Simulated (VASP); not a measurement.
Here is a VASP 6.6.1 calculation.

INCAR

```
SYSTEM = In4O5
  PREC = Accurate
  ENCUT = 520
  EDIFF = 1E-6
  ISMEAR = -1
  SIGMA = 0.01
  LREAL = .FALSE.
  LASPH = .TRUE.
  NELM = 80
  ALGO = Normal
  ISIF = 2
  LWAVE = .FALSE.
  LCHARG = .FALSE.
  GGA = PE
  NBANDS = 51
```

The input KPOINTS:

```
Automatic mesh
0
G
  2 2 2
  0 0 0
```

POSCAR

```
In4O5
1.0
    2.7435000000      1.5839600000      4.8366670000
   -2.7435000000      1.5839600000      4.8366670000
    0.0000000000     -3.1679210000      4.8366670000
In O
4 5
Direct
    0.3638220000      0.3531830000      0.3517750000
    0.1446400000      0.1456990000      0.1427710000
    0.6431650000      0.6340170000      0.6450530000
    0.8548550000      0.8580500000      0.8599180000
    0.5516270000      0.9533020000      0.2519650000
    0.9474860000      0.2410700000      0.5489890000
    0.2479580000      0.5438560000      0.9594030000
    0.4542070000      0.0509720000      0.7511570000
    0.0528960000      0.7510450000      0.4528560000
```

Potentials or basis: VASP PAW PBE potentials, release 64 (In_d, O).

Command:

```console
$ cat potpaw_PBE.64/In_d/POTCAR potpaw_PBE.64/O/POTCAR > POTCAR
$ mpirun -np 1 vasp_std > vasp.out
```

Q: Estimate the band gap on the k mesh.

A: 0.48 eV, indirect (least direct gap 0.75 eV).

Q: What does it give for the largest force?

A: 1.622 eV/Å.

Forces on the atoms (eV/Å):
```
In   0.339  0.873  1.231
In  -1.174 -0.132 -1.111
In  -0.031 -0.024  0.588
In   0.504 -0.278 -0.454
O    0.125 -0.312 -0.353
O   -0.107  0.404  0.841
O   -0.284  0.321 -0.060
O    0.385 -0.221 -0.316
O    0.242 -0.631 -0.365
```

Caveat: the k points lie up to 0.70 Å⁻¹ apart; spin-orbit coupling is left out, which moves the levels of the heavy elements; forces of over 1 eV/Å act on the atoms, so gaps and moduli don't describe the material at rest. A k mesh can miss the band edges.
